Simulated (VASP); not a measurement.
A run of VASP 6.6.1:

Contents of INCAR:

```
SYSTEM = Si3N4
PREC = Accurate
ENCUT = 520
EDIFF = 1E-6
ISMEAR = -1
SIGMA = 0.02
LREAL = .False.
LASPH = .True.
NELM = 80
ALGO = Normal
ISIF = 2
LWAVE = .False.
LCHARG = .True.
GGA = PE
LELF = .True.
LVHAR = .True.
NBANDS = 45
```

Contents of KPOINTS:

```
regular mesh
0
Gamma
  6 6 8
  0 0 0
```

The input POSCAR:

```
Si3N4
1.0
    7.7577773369      0.0000000000      0.0000000000
   -3.8788886685      6.7184322507      0.0000000000
    0.0000000000      0.0000000000      2.9637593957
Si N
6 8
Direct
    0.2277131585      0.8218710848      0.7500000000
    0.4058420736      0.2277131585      0.2500000000
    0.8218710848      0.5941579264      0.2500000000
    0.1781289152      0.4058420736      0.7500000000
    0.5941579264      0.7722868415      0.7500000000
    0.7722868415      0.1781289152      0.2500000000
    0.3333333333      0.6666666667      0.7500000000
    0.6666666667      0.3333333333      0.2500000000
    0.9659313098      0.6690976060      0.7500000000
    0.2968337037      0.9659313098      0.2500000000
    0.6690976060      0.7031662963      0.2500000000
    0.3309023940      0.2968337037      0.7500000000
    0.0340686902      0.3309023940      0.2500000000
    0.7031662963      0.0340686902      0.7500000000
```

Potentials or basis: VASP PAW PBE potentials, release 64 (Si, N).

Launch:

```sh
$ cat potpaw_PBE.64/Si/POTCAR potpaw_PBE.64/N/POTCAR > POTCAR
$ mpirun -np 1 vasp_std > vasp.out
```

Hardware: 1 thread of Intel(R) Xeon(R) 6975P-C (Granite Rapids), with other jobs on the host.

Q: Estimate the wall time of this run.

A: Wall time 2.6 min on 1 thread of Intel(R) Xeon(R) 6975P-C (Granite Rapids), with other jobs on the host, peak memory 0.39 GiB. Counts: scf iterations 15, k points 40.
